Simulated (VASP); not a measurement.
# NaTa8O20 (a cell with a defect) in VASP: further runs, part 2 of 2

VASP 6.6.1. Earlier steps stand in the parts before.

### 4 Single point, PBEsol

File INCAR:

```
  PREC = Accurate
  ENCUT = 520
  EDIFF = 1E-6
  ISMEAR = -1
  SIGMA = 0.01
  LREAL = F
  LASPH = T
  NELM = 120
  ALGO = Normal
  ISIF = 2
  LWAVE = F
  LCHARG = F
  GGA = PS
  NELECT = 214.0
  NBANDS = 128
  GGA_COMPAT = F
```

File KPOINTS:

```
Automatic mesh
0
Gamma
  1 1 1
  0.25 0.25 0.25
```

File POSCAR:

```
NaTa8O20
1.0
    0.0000000000     11.9846651800      3.5696847700
    5.7020527300      0.0000000000      3.5696847700
    5.7020527300     11.9846651800      0.0000000000
Ta O Na
8 20 1
Direct
    0.1042923189      0.3949742149      0.7577486274
    0.6028618823      0.8934339760      0.2592423861
    0.3954467709      0.1035433933      0.7510291689
    0.8960568401      0.6041797342      0.2504770077
    0.2422007703      0.2534890320      0.4016891726
    0.7443487949      0.7554994489      0.8996728122
    0.2489826253      0.2454002420      0.1078535177
    0.7538089878      0.7504091146      0.6030405144
    0.3146416248      0.6836276373      0.5776525707
    0.8066452783      0.1915974014      0.0744006438
    0.1938658681      0.8052838246      0.9333654594
    0.6844546844      0.3147931718      0.4343436850
    0.4192644600      0.5784356751      0.1874665389
    0.9236177018      0.0740194831      0.6930039477
    0.0795612215      0.9193047644      0.3087572208
    0.5617474320      0.4372484980      0.8213937186
    0.4031882536      0.0710681653      0.3336253549
    0.9289101974      0.5965817741      0.8077529026
    0.0658239688      0.4108855314      0.2101493408
    0.5866283568      0.9319554517      0.6894081974
    0.1850517447      0.3359345333      0.5763190266
    0.6621576332      0.8128707929      0.0992986114
    0.3040041832      0.1931179391      0.9271301029
    0.8046064691      0.6940327022      0.4264623702
    0.2457229409      0.2350097322      0.7536346637
    0.7638947674      0.7531067539      0.2355191316
    0.2540847656      0.2199653955      0.2548212643
    0.7781435619      0.7445388030      0.7306908187
    0.2029359315      0.7958137552      0.3890458126
```

Potentials or basis: VASP PAW PBE potentials, release 64 (Ta_pv, O, Na_pv).

The run is started by

```sh
> cat potpaw_PBE.64/Ta_pv/POTCAR potpaw_PBE.64/O/POTCAR potpaw_PBE.64/Na_pv/POTCAR > POTCAR
> mpirun -np 1 vasp_std > vasp.out
```

OUTCAR:

```text
PREC = Accurate
   ENCUT = 520
   EDIFF = 1E-6
   ISMEAR = -1
   LREAL = F
   LASPH = T
   NELM = 120
   ISIF = 2
   GGA = PS
   NELECT = 214.0

 ion  position               nearest neighbor table
   1  0.104  0.395  0.758-  21 1.83  25 1.89  10 1.92   9 1.92  18 2.08   2 3.56   2 3.58
   2  0.603  0.893  0.259-  22 1.83  26 1.89   9 1.92  10 1.92  17 2.08   1 3.56   1 3.58
   3  0.395  0.104  0.751-  23 1.82  12 1.91  11 1.92  25 1.92  20 2.05   4 3.57   4 3.57
[... 747 lines left out ...]
  Total       -3.2766075     -5.0261510     -3.3409583     -0.5266746      0.0627393      0.0258603
  in kB      -10.7601422    -16.5055165    -10.9714655     -1.7295612      0.2060312      0.0849232
  external PRESSURE =     -12.7457081 kB  Pullay stress =       0.0000000 kB

 VOLUME and BASIS-vectors are now :
 -----------------------------------------------------------------------------
  energy-cutoff  :      520.00
  volume of cell :      487.88
      direct lattice vectors                 reciprocal lattice vectors
     0.000000000 11.984665180  3.569684770    -0.087687719  0.041719981  0.140068390
     5.702052730  0.000000000  3.569684770     0.087687719 -0.041719981  0.140068390
     5.702052730 11.984665180  0.000000000     0.087687719  0.041719981 -0.140068390

 POSITION                                       TOTAL-FORCE (eV/Angst)
 -----------------------------------------------------------------------------------
      6.57289     10.33127      1.78222         0.115861     -0.002062      0.023511
      6.57262     10.33203      5.34130         0.132242      0.006371      0.031552
      4.87282     13.74013      1.78124        -0.108285     -0.025353     -0.036181
      4.87330     13.74082      5.35537        -0.117226     -0.025026     -0.037195
      3.73586      7.71681      1.76946         0.137204     -0.030324      0.053625
      9.43788     19.70305      5.35399         0.121650     -0.058933     -0.022807
[... 21 lines left out ...]
      8.41184     18.08287      5.43550        -0.019818     -0.010838      0.001167
      6.75613      7.09470      3.56522        -0.005700      0.003452     -0.004490
 -----------------------------------------------------------------------------------
    total drift:                               -0.001538     -0.001793     -0.000786

  FREE ENERGIE OF THE ION-ELECTRON SYSTEM (eV)
  ---------------------------------------------------
  free  energy   TOTEN  =      -286.5625850752 eV

  energy  without entropy=     -286.5625850752  energy(sigma->0) =     -286.56258508
```

OSZICAR:

```text
N       E                     dE             d eps       ncg     rms          rms(c)
DAV:   1     0.214224179427E+04    0.21422E+04   -0.11716E+05  1040   0.164E+03
DAV:   2    -0.121334935171E+03   -0.22636E+04   -0.21924E+04  1200   0.456E+02
DAV:   3    -0.332786476412E+03   -0.21145E+03   -0.20955E+03  1136   0.146E+02
DAV:   4    -0.340236079214E+03   -0.74496E+01   -0.74136E+01  1272   0.295E+01
DAV:   5    -0.340457664810E+03   -0.22159E+00   -0.22112E+00  1264   0.472E+00    0.104E+02
DAV:   6    -0.288103515478E+03    0.52354E+02   -0.31743E+02  1304   0.554E+01    0.412E+01
DAV:   7    -0.286953930257E+03    0.11496E+01   -0.24984E+01  1160   0.159E+01    0.232E+01
DAV:   8    -0.286551964357E+03    0.40197E+00   -0.19821E+00  1352   0.554E+00    0.167E+00
DAV:   9    -0.286548576005E+03    0.33884E-02   -0.17132E-01  1232   0.154E+00    0.631E-01
DAV:  10    -0.286556993196E+03   -0.84172E-02   -0.20576E-02  1216   0.556E-01    0.221E-01
DAV:  11    -0.286560562186E+03   -0.35690E-02   -0.52707E-03  1272   0.273E-01    0.950E-02
DAV:  12    -0.286561852799E+03   -0.12906E-02   -0.97311E-04  1184   0.120E-01    0.473E-02
DAV:  13    -0.286562444493E+03   -0.59169E-03   -0.56281E-04  1184   0.772E-02    0.321E-02
DAV:  14    -0.286562566358E+03   -0.12186E-03   -0.12267E-04  1152   0.377E-02    0.116E-02
DAV:  15    -0.286562582260E+03   -0.15903E-04   -0.35955E-05  1248   0.185E-02    0.858E-03
DAV:  16    -0.286562584453E+03   -0.21924E-05   -0.74572E-06  1088   0.112E-02    0.476E-03
DAV:  17    -0.286562585075E+03   -0.62256E-06   -0.16201E-06   760   0.508E-03
   1 F= -.28656259E+03 E0= -.28656259E+03  d E =-.169548E-11
```

stdout:

```text
POSCAR found type information on POSCAR TaO Na
 POSCAR found :  3 types and      29 ions
 scaLAPACK will be used
 -----------------------------------------------------------------------------
|                                                                             |
|                                                                             |
|     You have a (more or less) 'large supercell' and for larger cells it     |
|     might be more efficient to use real-space projection operators.         |
|     Therefore, try LREAL= Auto in the INCAR file.                           |
|     Mind: For very accurate calculation, you might also keep the            |
|     reciprocal projection scheme (i.e. LREAL=.FALSE.).                      |
|                                                                             |
 -----------------------------------------------------------------------------

 -----------------------------------------------------------------------------
|                                                                             |
|                                                                             |
|     You enforced a specific xc type in the INCAR file but a different       |
|     I HOPE YOU KNOW WHAT YOU ARE DOING!                                     |
|                                                                             |
 -----------------------------------------------------------------------------

 LDA part: xc-table for (Slater+PW92), standard interpolation
 POSCAR, INCAR and KPOINTS ok, starting setup
 FFT: planning ... GRIDC
 FFT: planning ... GRID_SOFT
 FFT: planning ... GRID
 WAVECAR not read
 entering main loop
 the old and the new charge density differ
 old charge density:   215.00000 new  214.00000
    0.104E+02
```

Wall time 12 min (1 thread of Intel Xeon Platinum 8259CL at 2.50GHz (Skylake/Cascade Lake), shared host); peak memory 1 GiB.

Results:

```
Free energy   : -286.5626 eV
Largest force : 0.192 eV/Å
```

Forces in eV/Å, atoms in the order of the input:
```
Ta   0.116 -0.002  0.024
Ta   0.132  0.006  0.032
Ta  -0.108 -0.025 -0.036
Ta  -0.117 -0.025 -0.037
Ta   0.137 -0.030  0.054
Ta   0.122 -0.059 -0.023
Ta  -0.118  0.043 -0.044
Ta  -0.118  0.049 -0.020
O    0.074  0.046 -0.008
O    0.076  0.025 -0.010
O   -0.079 -0.026  0.015
O   -0.073 -0.037  0.011
O    0.058 -0.044  0.011
O    0.076 -0.037  0.003
O   -0.076  0.037  0.009
O   -0.062  0.040  0.013
O   -0.148  0.119 -0.029
O   -0.139  0.122 -0.011
O    0.159 -0.084  0.016
O    0.153 -0.087  0.028
O   -0.114 -0.082 -0.001
O   -0.120 -0.087 -0.016
O    0.131  0.062  0.017
O    0.128  0.066  0.020
O   -0.023  0.024 -0.007
O   -0.018  0.015  0.004
O   -0.021 -0.020 -0.009
O   -0.020 -0.011  0.001
Na  -0.006  0.003 -0.004
```

Levels at points of the mesh, in eV from the Fermi level:
| k point | band 104 | band 105 | band 106 | band 107 | band 108 | band 109 | band 110 | band 111 |
| --- | --- | --- | --- | --- | --- | --- | --- | --- |
| (0.25, 0.25, 0.25) | -0.85 | -0.68 | -0.38 | -0.27 | 3.16 | 3.29 | 3.46 | 3.83 |

Caveat: the cell carries a net charge on a neutralising background, which shifts energy and pressure; the cell is charged against a uniform background, so pressure and absolute levels hang on convention; the PAW data sets were made with another functional, which shifts forces and pressure a little; spin-orbit coupling is left out, which moves the levels of the heavy elements.
